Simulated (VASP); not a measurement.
A run of VASP 6.6.1 is set up as follows.

INCAR

```
PREC = Accurate
ENCUT = 520
EDIFF = 1E-7
ISMEAR = 0
SIGMA = 0.05
LREAL = False
LASPH = True
NELM = 80
ALGO = Normal
ISIF = 2
LWAVE = False
LCHARG = False
GGA = PE
NBANDS = 11
```

The input KPOINTS:

```
regular mesh
0
Gamma
  12 12 12
```

The input POSCAR:

```
SiC
1.0
    0.0000000000      2.1427105134      2.1427105134
    2.1427105134      0.0000000000      2.1427105134
    2.1658517869      2.1658517869     -0.0231412735
Si C
1 1
Direct
    0.0000000000      0.0000000000      0.0000000000
    0.7500000000      0.7500000000      0.7500000000
```

Potentials or basis: VASP PAW PBE potentials, release 64 (Si, C).

Launch:

```console
$ cat potpaw_PBE.64/Si/POTCAR potpaw_PBE.64/C/POTCAR > POTCAR
$ mpirun -np 1 vasp_std > vasp.out
```

(1) Estimate the pressure.

(2) Estimate the band gap on the k mesh.

(3) Predict the largest force.

Results:

(1) 11.5 GPa.

(2) 1.29 eV, indirect (least direct gap 4.48 eV).

(3) 0.177 eV/Å.
